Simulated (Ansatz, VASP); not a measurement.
## Si in VASP and in Ansatz

```
CELL_PARAMETERS angstrom
4.11318 0.00000 0.00000
-2.05659 3.56212 0.00000
0.00000 0.00000 2.42316
ATOMIC_POSITIONS crystal
Si 0.00000 0.00000 0.00000
Si 0.33333 0.66667 0.50000
Si 0.66667 0.33333 0.50000
```

Change from the starting cell: volume scaled by 0.8, LAPW.

Alike in both runs: task single point; functional PBE; k mesh 9 × 9 × 12; occupations fermi-dirac, width 0.1 eV; no spin polarisation.

```csv
,VASP,Ansatz
version,VASP 6.6.1,Ansatz 0.2.0
potentials or method,"VASP PAW PBE potentials, release 64 (Si), cutoff 520 eV","all-electron LAPW, scalar-relativistic"
```

```csv
,VASP,Ansatz,Ansatz less VASP
pressure (GPa),33.2,33.4,+0.17
```

Both programs put the cell under a high pressure, so it lies far from rest at this level. Ansatz ran all-electron here, and VASP with PAW potentials.
